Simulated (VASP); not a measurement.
Here is a VASP 6.6.1 calculation.

File INCAR:

```
SYSTEM = MgO
ALGO = Normal
EDIFF = 1E-6
ENCUT = 600
GGA = PE
GGA_COMPAT = .False.
ISIF = 2
ISMEAR = 0
LASPH = .True.
LCHARG = .False.
LREAL = .False.
LWAVE = .False.
NBANDS = 11
NELM = 120
PREC = Accurate
SIGMA = 0.02
```

KPOINTS

```
k-points
0
Gamma
  8 8 8
  0 0 0
```

Contents of POSCAR:

```
MgO
1.0
    0.0000000000      2.1014716667      2.1085000000
    2.1014716667      0.0000000000      2.1085000000
    2.1014716667      2.1014716667      0.0000000000
Mg O
1 1
Direct
    0.0000000000      0.0000000000      0.0000000000
    0.5000000000      0.5000000000      0.5000000000
```

Potentials or basis: VASP PAW PBE potentials, release 64 (Mg, O).

Launch:

```sh
$ cat potpaw_PBE.64/Mg/POTCAR potpaw_PBE.64/O/POTCAR > POTCAR
$ mpirun -np 1 vasp_std > vasp.out
```

(1) Estimate the band gap on the k mesh.

(2) What does it give for the pressure?

Results:

(1) 4.75 eV, direct.

(2) 4.2 GPa.
